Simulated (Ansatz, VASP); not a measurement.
BeC: VASP beside Ansatz

```
CELL_PARAMETERS angstrom
3.03974 -1.28940 -0.00079
3.03974 1.28940 -0.00079
-0.96446 0.00000 3.42565
ATOMIC_POSITIONS crystal
Be 0.61062 0.61062 0.31271
Be 0.38938 0.38938 0.68729
C 0.70497 0.70497 0.86617
C 0.29503 0.29503 0.13383
```

Change from the starting cell: the structure that the rattled CrB type (Cmcm, No. 63) fell into.

Alike in both runs: functional PBE; k mesh 20 × 20 × 14; occupations gaussian, width 0.1 eV; no spin polarisation.

Ansatz relaxed the structure, and its values are those at the end. VASP's run is a single point on that final structure, the one shown.

|  | VASP | Ansatz |
| --- | --- | --- |
| version | VASP 6.6.1 | Ansatz 0.2.0 |
| potentials or method | VASP PAW PBE potentials, release 64 (Be, C), cutoff 520 eV | scalar-relativistic, plane waves, PAW |
| valence electrons in the cell | 12 | 12 |

|  | VASP | Ansatz | Ansatz less VASP |
| --- | --- | --- | --- |
| gap on the k mesh at the Fermi level (eV) | none | none | - |
| pressure (GPa) | 0.4 | 0.0 | -0.36 |
| rms of the force components (eV/Å) | 0.010 | 0.002 | -0.0077 |

A gap of «none» marks a metal or a gap that the smearing closes.
